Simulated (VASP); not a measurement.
SiC, 2 atoms in the cell. Symmetry: F-43m, No. 216, cubic system. Conventional cell: a = 4.290 Å, b = 4.290 Å, c = 4.290 Å, α = 90.00°, β = 90.00°, γ = 90.00°. Within 2.5 Å of Si (site symmetry -43m) lie 4 C at 1.86 Å. Within 2.5 Å of C (site symmetry -43m) lie 4 Si at 1.86 Å. 

| Property | Result |
| --- | --- |
| Program | VASP 6.6.1 |
| Task | single point |
| Functional | PBE |
| Potentials or basis | VASP PAW PBE potentials, release 64 (Si, C) |
| Cutoff | 600 eV |
| k mesh | 4 × 4 × 4 |
| Occupations | gaussian, width 0.01 eV |
| Spin | no spin polarisation |
| Dipole correction | no |
| Further INCAR settings | ALGO = Normal; EDIFF = 1e-06; NBANDS = 11 |

Potentials or basis: VASP PAW PBE potentials, release 64 (Si, C).

The run is started by

```sh
$ cat potpaw_PBE.64/Si/POTCAR potpaw_PBE.64/C/POTCAR > POTCAR
$ mpirun -np 1 vasp_std > vasp.out
```

Hardware: 1 thread of Intel(R) Xeon(R) Platinum 8259CL CPU @ 2.50GHz (Skylake/Cascade Lake) (shared host).

Q: How long does it take, and how much memory?

A: Wall time 4 s on 1 thread of Intel(R) Xeon(R) Platinum 8259CL CPU @ 2.50GHz (Skylake/Cascade Lake) (shared host), peak memory 0.12 GiB. Counts: scf iterations 12, k points 8.
